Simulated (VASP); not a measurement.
Runs of VASP 6.6.1 on W. The structure is that of space group I4/mmm (No. 139), or close to it. The cells are those of the table. 

```csv
cell,gap on the mesh (eV),pressure (GPa)
"a = 2.805 Å, angles 107.4, 107.4, 113.7°, 1 atom",none,-19.5
"a = 2.882 Å, angles 106.5, 106.5, 115.7°, 1 atom",none,(b)
"a = 2.842 Å, angles 111.6, 111.6, 105.3°, 1 atom",none,(a)
"a = 2.771 Å, angles 112.8, 112.8, 103.0°, 1 atom",none,-7.8
"a = 2.848 Å, angles 105.4, 105.4, 117.9°, 1 atom",none,-24.1
```

Alike in all rows: task single point; level PBEsol; potentials or basis VASP PAW PBE potentials, release 64 (W_sv); no spin polarisation; k mesh 20 × 20 × 20; cutoff (eV) 520; smearing gaussian 0.15 eV.

Question: Fill in the values left out.

Answer: (a) -28.3; (b) -33.4.

Caveats: the PAW data sets were made with another functional, which shifts forces and pressure a little; spin-orbit coupling is left out, which moves the levels of the heavy elements.

A k mesh can miss the band edges, and the runs leave out spin-orbit coupling on W.

A gap of «none» marks levels without a gap at the run's occupations.
